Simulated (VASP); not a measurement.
A run of VASP 6.6.1 is set up as follows.

The input POSCAR:

```
GaAgS2
1.0
    0.0000000000      5.7205000000      0.0000000000
    5.7205000000      0.0000000000      0.0000000000
    2.8602500000      2.8602500000     -5.1099010000
Ag Ga S
2 2 4
Direct
    0.0000000000      0.0000000000      0.0000000000
    0.7500000000      0.2500000000      0.5000000000
    0.5000000000      0.5000000000      0.0000000000
    0.2500000000      0.7500000000      0.5000000000
    0.3750000000      0.4050000000      0.7500000000
    0.5950000000      0.1250000000      0.2500000000
    0.8750000000      0.8450000000      0.7500000000
    0.1550000000      0.6250000000      0.2500000000
```

The input INCAR.step1:

```
PREC = Accurate
ENCUT = 550
ISMEAR = -1
SIGMA = 0.1
LREAL = F
LASPH = T
NELM = 120
NBANDS = 46
GGA = PE
ALGO = Normal
EDIFF = 1E-5
LWAVE = T
LCHARG = F
GGA_COMPAT = F
```

The input INCAR.step2:

```
PREC = Accurate
ENCUT = 550
EDIFF = 1E-6
ISMEAR = -1
SIGMA = 0.1
LREAL = F
LASPH = T
NELM = 120
ALGO = Normal
ISIF = 2
LWAVE = F
LCHARG = T
METAGGA = R2SCAN
LMIXTAU = T
LELF = T
LVHAR = T
NBANDS = 46
ISTART = 1
GGA_COMPAT = F
```

File KPOINTS:

```
regular mesh
0
Gamma
  6 6 6
```

Potentials or basis: VASP PAW PBE potentials, release 64 (Ag, Ga_d, S).

The run is started by

```sh
$ cat potpaw_PBE.64/Ag/POTCAR potpaw_PBE.64/Ga_d/POTCAR potpaw_PBE.64/S/POTCAR > POTCAR
$ cp INCAR.step1 INCAR
$ mpirun -np 1 vasp_std > vasp.out
$ cp INCAR.step2 INCAR
$ mpirun -np 1 vasp_std > vasp.out
```

**Question.** Estimate the pressure.

**Answer.** 1.6 GPa.

**Question.** Estimate the band gap on the k mesh.

**Answer.** 1.47 eV.

**Question.** Estimate the largest force.

**Answer.** 0.462 eV/Å.

Forces in eV/Å, atoms in the order of the input:
```
Ag   0.000  0.000  0.000
Ag   0.000  0.000  0.000
Ga   0.000  0.000  0.000
Ga   0.000  0.000  0.000
S    0.462  0.000  0.000
S    0.000 -0.462  0.000
S   -0.462  0.000  0.000
S    0.000  0.462  0.000
```

Caveat: the PAW data sets were made with another functional, which shifts forces and pressure a little. r2SCAN opens gaps a little over a GGA but as a rule still falls short of measured ones.
